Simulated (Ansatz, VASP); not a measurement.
**Sn3TeO2 in VASP and in Ansatz**

File INCAR:

```
ALGO = Normal
EDIFF = 1E-6
ENCUT = 520
GGA = PE
ISIF = 2
ISMEAR = 0
LASPH = T
LCHARG = F
LREAL = F
LWAVE = F
NBANDS = 39
NELM = 60
PREC = Accurate
SIGMA = 0.1
```

Contents of KPOINTS:

```
k-points
0
Gamma
  6 6 2
```

File POSCAR:

```
Sn3TeO2
1.0
    3.5040037900      0.0000000000      0.0000000000
    0.0000000000      3.5040037900      0.0000000000
    0.0000000000      0.0000000000     10.4759489900
Sn Te O
3 1 2
Direct
    0.5000000000      0.5000000000      0.1837450000
    0.5000000000      0.5000000000      0.5000000000
    0.5000000000      0.5000000000      0.8162550000
    0.0000000000      0.0000000000      0.0000000000
    0.0000000000      0.0000000000      0.3342649900
    0.0000000000      0.0000000000      0.6657350100
```

Input for Ansatz:

```yaml
crystal:
  lattice:
    - [3.50400379, 0.0, 0.0]
    - [0.0, 3.50400379, 0.0]
    - [0.0, 0.0, 10.47594899]
  atoms:
    - { symbol: Sn, position: [0.5, 0.5, 0.183745] }
    - { symbol: Sn, position: [0.5, 0.5, 0.5] }
    - { symbol: Sn, position: [0.5, 0.5, 0.816255] }
    - { symbol: Te, position: [0.0, 0.0, 0.0] }
    - { symbol: O, position: [0.0, 0.0, 0.33426499] }
    - { symbol: O, position: [0.0, 0.0, 0.66573501] }
basis:
  ecutwfc: 420
kpoints:
  mp_grid: { grid: [6, 6, 2] }
hamiltonian:
  xc: pbe
scf:
  occupations: { method: gaussian, width: 0.1 }
  lower_state_search: "off"
output:
  forces: true
  stress: true
  eigenvalues: true
```

Change from the starting cell: species swapped into the Al3Ni2Pt type (P4/mmm, No. 123).

Alike in both runs: task single point; functional PBE; k mesh 6 × 6 × 2; occupations gaussian, width 0.1 eV; no spin polarisation.

```csv
,VASP,Ansatz
version,VASP 6.6.1,Ansatz 0.2.0
potentials or method,"VASP PAW PBE potentials, release 64 (Sn_d, Te, O), cutoff 520 eV","scalar-relativistic, plane waves, PAW"
valence electrons in the cell,60,70
```

VASP gave:

| Property | Result |
| --- | --- |
| gap on the k mesh at the Fermi level (eV) | none |
| pressure (GPa) | -3.0 |
| traceless stress, the component that is largest in VASP (GPa) | 0.76 |
| rms of the force components (eV/Å) | 0.688 |

Q: What did Ansatz give for the same quantities?

A: gap on the k mesh at the Fermi level (eV): none; pressure (GPa): -2.9; traceless stress, the component that is largest in VASP (GPa): 0.75; rms of the force components (eV/Å): 0.687.

Atom by atom the forces differ by 0.002 eV/Å (rms over components). A gap of «none» marks a metal or a gap that the smearing closes. With one functional, cell and mesh, what is left measures potentials, basis and numerics. VASP's potentials hold 60 valence electrons a cell and Ansatz's 70, so a difference there can come from the potentials and not from the codes.

Spin-orbit coupling is off throughout.
